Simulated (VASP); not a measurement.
# V (Pm-3m) in VASP: further runs, part 2 of 3

VASP 6.6.1.

### Step 3. Single point, r2SCAN (12.61 Å³/atom)

This run uses another cell than the first one, of 12.61 Å³/atom.

POSCAR reads:

```
V
1.0
    2.3274012951      0.0000000000      0.0000000000
    0.0000000000      2.3274012951      0.0000000000
    0.0000000000      0.0000000000      2.3274012951
V
1
Direct
    0.0000000000      0.0000000000      0.0000000000
```

INCAR.step1 reads:

```
SYSTEM = V
PREC = Accurate
ENCUT = 520
ISMEAR = -1
SIGMA = 0.1
LREAL = .False.
LASPH = .True.
NELM = 100
NBANDS = 12
GGA = PE
ALGO = Normal
EDIFF = 1E-4
LWAVE = .True.
LCHARG = .False.
```

INCAR.step2 reads:

```
SYSTEM = V
PREC = Accurate
ENCUT = 520
EDIFF = 1E-6
ISMEAR = -1
SIGMA = 0.1
LREAL = .False.
LASPH = .True.
NELM = 100
ALGO = Normal
ISIF = 2
LWAVE = .False.
LCHARG = .True.
METAGGA = R2SCAN
LMIXTAU = .True.
LELF = .True.
LVHAR = .True.
NBANDS = 12
ISTART = 1
```

KPOINTS reads:

```
Automatic mesh
0
Gamma
  14 14 14
  0 0 0
```

Potentials or basis: VASP PAW PBE potentials, release 64 (V_sv).

Launch:

```bash
cat potpaw_PBE.64/V_sv/POTCAR > POTCAR
cp INCAR.step1 INCAR
mpirun -np 1 vasp_std > vasp.out
cp INCAR.step2 INCAR
mpirun -np 1 vasp_std > vasp.out
```

OUTCAR:

```text
SYSTEM = V
   PREC = Accurate
   ENCUT = 520
   EDIFF = 1E-6
   ISMEAR = -1
   LREAL = .False.
   LASPH = .True.
   NELM = 100
   ISIF = 2
   METAGGA = R2SCAN
   ISTART = 1

 ion  position               nearest neighbor table
   1  0.000  0.000  0.000-

  LATTYP: Found a simple cubic cell.
 ALAT       =     2.3274012951

  Lattice vectors:

 A1 = (   2.3274012951,   0.0000000000,   0.0000000000)
 A2 = (   0.0000000000,   2.3274012951,   0.0000000000)
 A3 = (   0.0000000000,   0.0000000000,   2.3274012951)

Analysis of symmetry for initial positions (statically):
=====================================================================
 Subroutine PRICEL returns:
 Original cell was already a primitive cell.

 Routine SETGRP: Setting up the symmetry group for a
 simple cubic supercell.

 Subroutine GETGRP returns: Found 48 space group operations
 (whereof 48 operations were pure point group operations)
 out of a pool of 48 trial point group operations.

[... 165 lines left out ...]
 Fermi energy:        10.8090272164

 k-point     1 :       0.0000    0.0000    0.0000
  band No.  band energies     occupation
      1     -55.6500      2.00000
      2     -27.4158      2.00000
      3     -27.4158      2.00000
      4     -27.4158      2.00000
      5       3.6197      2.00000
      6       7.9075      2.00000
      7       7.9075      2.00000
      8      15.2985      0.00000
      9      15.2985      0.00000
     10      15.2985      0.00000
     11      32.0483      0.00000
     12      32.0483      0.00000
[... 331 lines left out ...]
 k-point    24 :       0.3571    0.2143    0.0000
  band No.  band energies     occupation
      1     -55.3023      2.00000
      2     -28.7044      2.00000
      3     -27.9307      2.00000
      4     -27.2363      2.00000
      5       7.5659      2.00000
      6       9.1578      2.00000
      7      10.9242      0.48024
      8      13.3531      0.00000
      9      13.7424      0.00000
     10      14.5285      0.00000
     11      22.3669      0.00000
     12      29.1078      0.00000

 [... further k-points ...]

------------------------ aborting loop because EDIFF is reached ----------------------------------------

  FORCE on cell =-STRESS in cart. coord.  units (eV):
  Direction    XX          YY          ZZ          XY          YZ          ZX
  --------------------------------------------------------------------------------------
  -------------------------------------------------------------------------------------
  Total        1.9982882      1.9982882      1.9982882     -0.0000000     -0.0000000      0.0000000
  in kB      253.9539058    253.9539058    253.9539058     -0.0000000     -0.0000000      0.0000000
  external PRESSURE =     253.9539058 kB  Pullay stress =       0.0000000 kB

 VOLUME and BASIS-vectors are now :
 -----------------------------------------------------------------------------
  energy-cutoff  :      520.00
  volume of cell :       12.61
      direct lattice vectors                 reciprocal lattice vectors
     2.327401295  0.000000000  0.000000000     0.429663764  0.000000000  0.000000000
     0.000000000  2.327401295  0.000000000     0.000000000  0.429663764  0.000000000
     0.000000000  0.000000000  2.327401295     0.000000000  0.000000000  0.429663764

 POSITION                                       TOTAL-FORCE (eV/Angst)
 -----------------------------------------------------------------------------------
      0.00000      0.00000      0.00000         0.000000      0.000000      0.000000
 -----------------------------------------------------------------------------------
    total drift:                               -0.000000      0.000000      0.000000

  FREE ENERGIE OF THE ION-ELECTRON SYSTEM (eV)
  ---------------------------------------------------
  free  energy   TOTEN  =       -13.1416754838 eV

  energy  without entropy=      -13.0991123470  energy(sigma->0) =      -13.12039392
```

Wall time 70 s (1 thread of Intel Xeon 8259CL, shared host); peak memory 0.13 GiB.

What came out:

| Property | Result |
| --- | --- |
| Free energy | -13.1417 eV |
| Pressure | 25.4 GPa |
| Band gap on the k mesh | zero (an odd number of electrons rules out a gap without spin polarisation) |

Levels at points of the mesh, in eV from the Fermi level:
```csv
k point,band 3,band 4,band 5,band 6,band 7,band 8,band 9,band 10,band 11,band 12
"(0.00, 0.00, 0.00)",-38.22,-38.22,-7.19,-2.90,-2.90,4.49,4.49,4.49,21.24,21.24
"(0.50, 0.00, 0.00)",-38.07,-38.07,-2.47,-1.92,-0.24,1.93,1.93,4.72,9.67,21.12
"(0.50, 0.50, 0.00)",-39.64,-37.93,-4.68,-0.89,2.51,2.51,5.80,7.48,7.48,14.49
"(0.50, 0.50, 0.50)",-39.40,-39.40,-2.54,-2.54,-2.54,5.94,5.94,10.76,16.58,16.58
```

Caveat: the cell stands under pressure; the PAW data sets were made with another functional, which shifts forces and pressure a little.

### Step 4. Single point, r2SCAN (13.18 Å³/atom)

This run uses another cell than the first one, of 13.18 Å³/atom.

POSCAR reads:

```
V
1.0
    2.3621437499      0.0000000000      0.0000000000
    0.0000000000      2.3621437499      0.0000000000
    0.0000000000      0.0000000000      2.3621437499
V
1
Direct
    0.0000000000      0.0000000000      0.0000000000
```

INCAR.step1 reads:

```
SYSTEM = V
PREC     = Accurate       ! precision mode
ENCUT    = 520            ! plane-wave cutoff, eV
ISMEAR   = -1             ! smearing method
SIGMA    = 0.1            ! smearing width, eV
LREAL    = .FALSE.        ! projectors in reciprocal space
LASPH    = .TRUE.         ! aspherical terms in the spheres
NELM     = 60             ! most SCF steps
NBANDS   = 12             ! bands
GGA      = PE             ! functional
ALGO     = Normal         ! electronic algorithm
EDIFF    = 1E-4           ! SCF threshold, eV
LWAVE    = .TRUE.         ! write WAVECAR
LCHARG   = .FALSE.        ! write CHGCAR
```

INCAR.step2 reads:

```
SYSTEM = V
PREC     = Accurate       ! precision mode
ENCUT    = 520            ! plane-wave cutoff, eV
EDIFF    = 1E-6           ! SCF threshold, eV
ISMEAR   = -1             ! smearing method
SIGMA    = 0.1            ! smearing width, eV
LREAL    = .FALSE.        ! projectors in reciprocal space
LASPH    = .TRUE.         ! aspherical terms in the spheres
NELM     = 60             ! most SCF steps
ALGO     = Normal         ! electronic algorithm
ISIF     = 2              ! what is computed and relaxed
LWAVE    = .FALSE.        ! write WAVECAR
LCHARG   = .FALSE.        ! write CHGCAR
METAGGA  = R2SCAN         ! meta-GGA
LMIXTAU  = .TRUE.       
NBANDS   = 12             ! bands
ISTART   = 1
```

KPOINTS reads:

```
regular mesh
0
G
  14 14 14
  0 0 0
```

Potentials or basis: VASP PAW PBE potentials, release 64 (V_sv).

Launch:

```bash
cat potpaw_PBE.64/V_sv/POTCAR > POTCAR
cp INCAR.step1 INCAR
mpirun -np 1 vasp_std > vasp.out
cp INCAR.step2 INCAR
mpirun -np 1 vasp_std > vasp.out
```

OUTCAR:

```text
SYSTEM = V
   PREC = Accurate
   ENCUT = 520
   EDIFF = 1E-6
   ISMEAR = -1
   LREAL = .FALSE.
   LASPH = .TRUE.
   NELM = 60
   ISIF = 2
   METAGGA = R2SCAN
   ISTART = 1

 ion  position               nearest neighbor table
   1  0.000  0.000  0.000-

  LATTYP: Found a simple cubic cell.
 ALAT       =     2.3621437499

  Lattice vectors:

 A1 = (   2.3621437499,   0.0000000000,   0.0000000000)
 A2 = (   0.0000000000,   2.3621437499,   0.0000000000)
 A3 = (   0.0000000000,   0.0000000000,   2.3621437499)

Analysis of symmetry for initial positions (statically):
=====================================================================
 Subroutine PRICEL returns:
 Original cell was already a primitive cell.

 Routine SETGRP: Setting up the symmetry group for a
 simple cubic supercell.

 Subroutine GETGRP returns: Found 48 space group operations
 (whereof 48 operations were pure point group operations)
 out of a pool of 48 trial point group operations.

The static configuration has the point symmetry O_h .

Analysis of symmetry for dynamics (positions and initial velocities):
=====================================================================
 Subroutine PRICEL returns:
 Original cell was already a primitive cell.

 Routine SETGRP: Setting up the symmetry group for a
 simple cubic supercell.

 Subroutine GETGRP returns: Found 48 space group operations
 (whereof 48 operations were pure point group operations)
 out of a pool of 48 trial point group operations.

The dynamic configuration has the point symmetry O_h .

 Subroutine INISYM returns: Found 48 space group operations
 (whereof 48 operations are pure point group operations),
 and found     1 'primitive' translations

[... 115 lines left out ...]
  Thomas-Fermi vector in A             =   2.722045
   LORBIT       =      0    0 simple, 1 ext, 2 COOP (PROOUT), +10 PAW based schemes
   METAGGA = R2SCAN    functional components
   LHFCALC =     F    Hartree Fock is set to
   AEXX    =    0.0000 exact exchange contribution
   IVDW    =     0    specifies the selected vdW correction
   LEPSILON=     F    determine dielectric tensor
   LRPA    =     F    only Hartree local field effects (RPA)
 non-spin polarized calculation
  energy-cutoff  :      520.00
  volume of cell :       13.18
 maximum number of plane-waves:       368
 NGX is ok and might be reduce to    18
   NGX =  9   NGY =  9   NGZ =  9

 number of electron      13.0000020 magnetization

 Free energy of the ion-electron system (eV)
  ---------------------------------------------------
  ext. energy  EPLUGINS =         0.00000000
  ---------------------------------------------------
  free energy    TOTEN  =       -13.21527439 eV

  energy without entropy =      -13.16780168  energy(sigma->0) =      -13.19153803

 E-fermi :  10.2104     XC(G=0): -14.0296

 val. band max:       10.1779210346   @ k =   0.5000   0.4286   0.2143
 cond. band min:      10.2139694715   @ k =   0.5000   0.4286   0.1429
 fundamental gap:      0.0360484368
 Fermi energy:        10.2103726141

 k-point     1 :       0.0000    0.0000    0.0000
  band No.  band energies     occupation
      1     -56.2310      2.00000
      2     -28.1121      2.00000
      3     -28.1121      2.00000
      4     -28.1121      2.00000
      5       3.1170      2.00000
      6       7.4781      2.00000
      7       7.4781      2.00000
      8      14.5024      0.00000
      9      14.5024      0.00000
     10      14.5024      0.00000
     11      30.8585      0.00000
     12      30.8585      0.00000
[... 331 lines left out ...]
 k-point    24 :       0.3571    0.2143    0.0000
  band No.  band energies     occupation
      1     -55.9324      2.00000
      2     -29.2529      2.00000
      3     -28.5684      2.00000
      4     -27.9544      2.00000
      5       7.0404      2.00000
      6       8.6496      2.00000
      7      10.2923      0.61187
      8      12.6780      0.00000
      9      12.9816      0.00000
     10      13.7805      0.00000
     11      21.2898      0.00000
     12      27.9481      0.00000

 [... further k-points ...]

------------------------ aborting loop because EDIFF is reached ----------------------------------------

  FORCE on cell =-STRESS in cart. coord.  units (eV):
  Direction    XX          YY          ZZ          XY          YZ          ZX
  --------------------------------------------------------------------------------------
  -------------------------------------------------------------------------------------
  Total        1.3072581      1.3072581      1.3072581      0.0000000      0.0000000      0.0000000
  in kB      158.9106364    158.9106364    158.9106364      0.0000000      0.0000000      0.0000000
  external PRESSURE =     158.9106364 kB  Pullay stress =       0.0000000 kB

 VOLUME and BASIS-vectors are now :
 -----------------------------------------------------------------------------
  energy-cutoff  :      520.00
  volume of cell :       13.18
      direct lattice vectors                 reciprocal lattice vectors
     2.362143750  0.000000000  0.000000000     0.423344261  0.000000000  0.000000000
     0.000000000  2.362143750  0.000000000     0.000000000  0.423344261  0.000000000
     0.000000000  0.000000000  2.362143750     0.000000000  0.000000000  0.423344261

 POSITION                                       TOTAL-FORCE (eV/Angst)
 -----------------------------------------------------------------------------------
      0.00000      0.00000      0.00000         0.000000      0.000000      0.000000
 -----------------------------------------------------------------------------------
    total drift:                               -0.000000      0.000000      0.000000

  FREE ENERGIE OF THE ION-ELECTRON SYSTEM (eV)
  ---------------------------------------------------
  free  energy   TOTEN  =       -13.2152743860 eV

  energy  without entropy=      -13.1678016790  energy(sigma->0) =      -13.19153803
```

Run time: 70 s. Hardware: 1 thread of Intel Xeon 8259CL, shared host; peak memory 0.13 GiB.

Results:

- Free energy: -13.2153 eV
- Pressure: 15.9 GPa
- Band gap on the k mesh: zero (an odd number of electrons rules out a gap without spin polarisation)

Caveat: the cell stands under pressure; the PAW data sets were made with another functional, which shifts forces and pressure a little.

### Step 5. Single point, r2SCAN (13.75 Å³/atom)

This run uses another cell than the first one, of 13.75 Å³/atom.

POSCAR reads:

```
V
1.0
    2.3958932203      0.0000000000      0.0000000000
    0.0000000000      2.3958932203      0.0000000000
    0.0000000000      0.0000000000      2.3958932203
V
1
Direct
    0.0000000000      0.0000000000      0.0000000000
```

INCAR.step1 reads:

```
SYSTEM = V
PREC = Accurate ; ENCUT = 520
ISMEAR = -1 ; SIGMA = 0.1
LREAL = .False. ; LASPH = .True.
NELM = 60 ; NBANDS = 12
GGA = PE ; ALGO = Normal
EDIFF = 1E-4 ; LWAVE = .True.
LCHARG = .False.
```

INCAR.step2 reads:

```
SYSTEM = V
PREC = Accurate ; ENCUT = 520
EDIFF = 1E-6 ; ISMEAR = -1
SIGMA = 0.1 ; LREAL = .False.
LASPH = .True. ; NELM = 60
ALGO = Normal ; ISIF = 2
LWAVE = .False. ; LCHARG = .False.
METAGGA = R2SCAN ; LMIXTAU = .True.
NBANDS = 12 ; ISTART = 1
```

KPOINTS reads:

```
regular mesh
0
Gamma
  14 14 14
  0 0 0
```

Launch:

```bash
cat potpaw_PBE.64/V_sv/POTCAR > POTCAR
cp INCAR.step1 INCAR
mpirun -np 1 vasp_std > vasp.out
cp INCAR.step2 INCAR
mpirun -np 1 vasp_std > vasp.out
```

Wall time 59 s (1 thread of Intel Xeon 8259CL, shared host); peak memory 0.13 GiB.

Results (log left out):

```yaml
Free_energy: -13.2581 eV
Pressure: 8.1 GPa
Band_gap_on_the_k_mesh: zero (an odd number of electrons rules out a gap without spin polarisation)
```

Levels at points of the mesh, in eV from the Fermi level:
| k point | band 4 | band 5 | band 6 | band 7 | band 8 | band 9 | band 10 | band 11 |
| --- | --- | --- | --- | --- | --- | --- | --- | --- |
| (0.00, 0.00, 0.00) | -38.42 | -6.99 | -2.58 | -2.58 | 4.11 | 4.11 | 4.11 | 20.10 |
| (0.50, 0.00, 0.00) | -38.30 | -2.45 | -1.70 | -0.37 | 1.85 | 1.85 | 4.31 | 8.71 |
| (0.50, 0.50, 0.00) | -38.19 | -4.08 | -0.86 | 2.35 | 2.35 | 5.22 | 6.80 | 6.80 |
| (0.50, 0.50, 0.50) | -39.35 | -2.15 | -2.15 | -2.15 | 5.34 | 5.34 | 10.70 | 15.07 |

Caveat: the cell stands under pressure; the PAW data sets were made with another functional, which shifts forces and pressure a little.

[end of part 2 of 3]
